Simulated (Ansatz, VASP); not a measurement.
CsSnI3: VASP beside Ansatz

```
Cs I Sn
1.0
     6.20570    0.00000    0.00000
     0.00000    6.20570    0.00000
     0.00000    0.00000    6.20570
Cs I Sn
1 3 1
Direct
  0.00000 0.00000 0.00000
  0.50000 0.50000 0.00000
  0.50000 0.00000 0.50000
  0.00000 0.50000 0.50000
  0.50000 0.50000 0.50000
```

Alike in both runs: functional LDA; k mesh 4 × 4 × 4; no spin polarisation.

|  | VASP | Ansatz |
| --- | --- | --- |
| version | VASP 6.6.1 | Ansatz 0.2.0 |
| potentials or method | VASP PAW LDA potentials, release 64 (Cs_sv, I, Sn_d) | Ansatz PAW |
| plane-wave cutoff (eV) | 520 | 420 |
| occupations | gaussian, width 0.01 eV | fixed |
| valence electrons in the cell | 44 | 74 |
| task | single point | band structure |

Ansatz gave:

| Property | Result |
| --- | --- |
| gap on the k mesh at the Fermi level (eV) | 0.29 |
| least direct gap on the mesh (eV) | 0.29 |
| pressure (GPa) | -1.3 |

Q: What did VASP give for the same quantities?

A: gap on the k mesh at the Fermi level (eV): 0.26; least direct gap on the mesh (eV): 0.26; pressure (GPa): -1.3.

LDA's correlation is that of Perdew and Zunger in VASP and of Perdew and Wang (1992) in Ansatz. VASP's potentials hold 44 valence electrons a cell and Ansatz's 74, so a difference there can come from the potentials and not from the codes.

Spin-orbit coupling is off throughout.
